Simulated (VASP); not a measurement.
Sb, 1 atom in the cell. Symmetry: Fm-3m, No. 225, cubic system. Conventional cell: a = 4.686 Å, b = 4.686 Å, c = 4.686 Å, α = 90.00°, β = 90.00°, γ = 90.00°. Within 4.4 Å of Sb (site symmetry m-3m) lie 12 Sb at 3.31 Å.  This cell differs from its parent crystal: volume scaled by 1.05.

| Property | Result |
| --- | --- |
| Program | VASP 6.6.1 |
| Task | single point |
| Functional | PBEsol |
| Potentials or basis | VASP PAW PBE potentials, release 64 (Sb) |
| Cutoff | 520 eV |
| k mesh | 12 × 12 × 12 |
| Occupations | fermi-dirac, width 0.05 eV |
| Spin | no spin polarisation |
| Dipole correction | no |
| Further INCAR settings | ALGO = Normal; EDIFF = 1e-06; NBANDS = 8 |

Potentials or basis: VASP PAW PBE potentials, release 64 (Sb).

Command:

```console
$ cat potpaw_PBE.64/Sb/POTCAR > POTCAR
$ mpirun -np 1 vasp_std > vasp.out
```

Hardware: 1 thread of AMD EPYC 7R13 (shared host).

Problem. Estimate the wall time of this run.

Solution. Wall time 29 s on 1 thread of AMD EPYC 7R13, with other jobs on the host, peak memory 0.13 GiB. Counts: scf iterations 9, k points 72.
